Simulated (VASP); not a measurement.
ZnS: single point with PBEsol

Crystal: ZnS.

```xyz
4
Lattice="3.8046 0.0000 0.0000 -1.9023 3.2949 0.0000 0.0000 0.0000 6.2236" Properties=species:S:1:pos:R:3 pbc="T T T"
Zn    0.0224    2.1253    6.1873
Zn    1.9892    1.0773    3.1367
S    -0.0712    2.3397    2.4178
S     1.9582    1.0768    5.4896
```

```yaml
Program: VASP 6.6.1
Task: single point
Functional: PBEsol
Potentials_or_basis: VASP PAW PBE potentials, release 64 (Zn, S)
Cutoff: 520 eV
k_mesh: 6 × 6 × 2
Occupations: gaussian, width 0.01 eV
Spin: no spin polarisation
Dipole_correction: no
Further_INCAR_settings: ALGO = Normal; EDIFF = 1e-06; NBANDS = 26
```

| Item | Value |
| --- | --- |
| Pressure | 0.4 GPa |
| Largest force | 1.710 eV/Å |
| Band gap on the k mesh | 2.07 eV |

Forces on the atoms (eV/Å):
```
Zn   0.219  0.408  0.609
Zn  -0.520  1.172  0.341
S    0.605 -1.342 -0.870
S   -0.305 -0.238 -0.079
```

Stress tensor (GPa, compression positive):
```
-0.51  2.11 -0.18
 2.11  3.19  1.69
-0.18  1.69 -1.58
```

Levels at points of the mesh, in eV from the valence-band top:
```tsv
k point	band 14	band 15	band 16	band 17	band 18	band 19	band 20	band 21	band 22	band 23
(0.00, 0.00, 0.00)	-1.17	-0.80	-0.16	-0.03	0.00	2.07	2.86	6.08	6.22	6.40
(0.50, 0.00, 0.00)	-4.44	-3.23	-2.29	-1.79	-0.99	3.48	4.14	4.99	6.86	7.41
(0.00, 0.50, 0.00)	-4.52	-3.15	-2.34	-1.87	-1.03	3.38	4.32	5.41	6.82	7.13
(0.50, 0.50, 0.00)	-4.03	-3.44	-2.40	-1.35	-1.06	3.26	3.84	4.49	6.95	7.66
(0.00, 0.00, 0.50)	-2.73	-0.84	-0.69	-0.50	-0.16	3.24	3.45	6.14	6.29	6.52
(0.50, 0.00, 0.50)	-5.05	-1.98	-1.72	-1.66	-1.30	3.30	3.46	4.89	4.99	8.84
(0.00, 0.50, 0.50)	-5.02	-1.91	-1.72	-1.60	-1.34	3.11	3.50	4.77	5.18	8.78
(0.50, 0.50, 0.50)	-4.64	-1.97	-1.80	-1.69	-1.52	3.36	3.66	4.66	5.06	8.75
```

It took 36 s on 1 thread of AMD EPYC 9R45 96-Core Processor (Zen 5) (shared host), peak memory 0.19 GiB.

Caveat: the k points lie up to 0.50 Å⁻¹ apart; the PAW data sets were made with another functional, which shifts forces and pressure a little. PBEsol gaps usually lie below the measured ones, often by a third to a half.
